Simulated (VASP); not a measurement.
**Pt: single point with r2SCAN**

The system is Pt.

```
Pt
1.0
     2.67338    0.00000    0.00000
    -1.33669    2.31521    0.00000
     0.00000    0.00000    4.54992
Pt
2
Direct
  0.33333 0.66667 0.25000
  0.66667 0.33333 0.75000
```

* Program: VASP 6.6.1
* Task: single point
* Functional: r2SCAN
* Potentials or basis: VASP PAW PBE potentials, release 64 (Pt_sv_GW)
* Cutoff: 550 eV
* k mesh: 8 × 8 × 5
* Occupations: fermi-dirac, width 0.05 eV
* Spin: no spin polarisation

The pressure is 27.7 GPa and the band gap on the k mesh is zero (band 18 reaches 12.34 eV, above the bottom of band 19 at 10.91 eV).

Levels at points of the mesh, in eV from the Fermi level:
```
           k point  band 14  band 15  band 16  band 17  band 18  band 19  band 20  band 21  band 22  band 23
(0.00, 0.00, 0.00)    -3.69    -3.69    -2.42    -2.42    -0.83    -0.30    -0.30     6.12    15.67    16.75
(0.50, 0.00, 0.00)    -3.50    -3.20     0.09     0.33     0.62     2.71     4.42     8.44    10.13    11.32
```

Wall time 120 s on 1 thread of Intel(R) Xeon(R) Platinum 8488C (Sapphire Rapids), on a shared host, peak memory 0.16 GiB.

Caveat: the PAW data sets were made with another functional, which shifts forces and pressure a little; spin-orbit coupling is left out, which moves the levels of the heavy elements.
